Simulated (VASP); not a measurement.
MgI2:

```
Mg I
1.0
     0.00000    3.75572    3.75572
     3.75572    0.00000    3.75572
     3.75572    3.75572    0.00000
Mg I
1 2
Direct
  0.00000 0.00000 0.00000
  0.25000 0.25000 0.25000
  0.75000 0.75000 0.75000
```

Base run:

```yaml
Program: VASP 6.6.1
Functional: r2SCAN
Potentials_or_basis: VASP PAW PBE potentials, release 64 (Mg, I)
Cutoff: 660 eV
k_mesh: 4 × 4 × 4
Occupations: gaussian, width 0.01 eV
Spin: no spin polarisation
```

Its results: band gap on the k mesh 1.29 eV (least direct gap 1.50 eV); pressure -0.1 GPa.

**Question.** The run is repeated on the same cell with these changes: functional from r2SCAN to PBE0; cutoff from 660 eV to 520 eV. What comes out?

**Answer.** Band gap on the k mesh 2.05 eV (least direct gap 2.51 eV); pressure -0.6 GPa.

Caveats: the PAW data sets were made with another functional, which shifts forces and pressure a little; spin-orbit coupling is left out, which moves the levels of the heavy elements.

A k mesh can miss the band edges.
